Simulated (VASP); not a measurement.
Wanted: the native input for a VASP 6.6.1 run.

- Task: single point
- Functional: PBE
- Potentials or basis: VASP PAW PBE potentials, release 64 (Ga_d, P, N)
- Cutoff: 520 eV
- k mesh: 12 × 12 × 14
- Occupations: gaussian, width 0.1 eV
- Spin: no spin polarisation
- Dipole correction: no
- Further INCAR settings: ALGO = Normal; EDIFF = 1e-07; NBANDS = 36

The structure of Ga3PN2 lies in POSCAR:

```
Ga3PN2
1.0
    5.6537115552      0.0000000000      0.0000000000
   -2.8268557776      4.8962578325      0.0000000000
    0.0000000000      0.0000000000      2.8353068418
Ga P N
3 1 2
Direct
    0.5000000000      0.0000000000      0.5000000000
    0.0000000000      0.5000000000      0.5000000000
    0.5000000000      0.5000000000      0.5000000000
    0.0000000000      0.0000000000      0.0000000000
    0.3333333333      0.6666666667      0.0000000000
    0.6666666667      0.3333333333      0.0000000000
```

The cell was built from a structure type or drawn by symmetry, and may not be a known phase.

One way to write it, as run:

INCAR

```
PREC     = Accurate       # precision mode
ENCUT    = 520            # plane-wave cutoff, eV
EDIFF    = 1E-7           # SCF threshold, eV
ISMEAR   = 0              # smearing method
SIGMA    = 0.1            # smearing width, eV
LREAL    = False          # projectors in reciprocal space
LASPH    = True           # aspherical terms in the spheres
NELM     = 60             # most SCF steps
ALGO     = Normal         # electronic algorithm
ISIF     = 2              # what is computed and relaxed
LWAVE    = False          # write WAVECAR
LCHARG   = False          # write CHGCAR
GGA      = PE             # functional
NBANDS   = 36             # bands
```

KPOINTS

```
regular mesh
0
Gamma
  12 12 14
```

Potentials or basis: VASP PAW PBE potentials, release 64 (Ga_d, P, N).

Run with:

```console
$ cat potpaw_PBE.64/Ga_d/POTCAR potpaw_PBE.64/P/POTCAR potpaw_PBE.64/N/POTCAR > POTCAR
$ mpirun -np 1 vasp_std > vasp.out
```

It gave:

The pressure is 0.4 GPa and the band gap on the k mesh is zero (bands 27 and 28 overlap by 1.94 eV).

It took 8 min on 1 thread of Intel(R) Xeon(R) Platinum 8259CL CPU @ 2.50GHz (Skylake/Cascade Lake), on a shared host, peak memory 0.45 GiB.
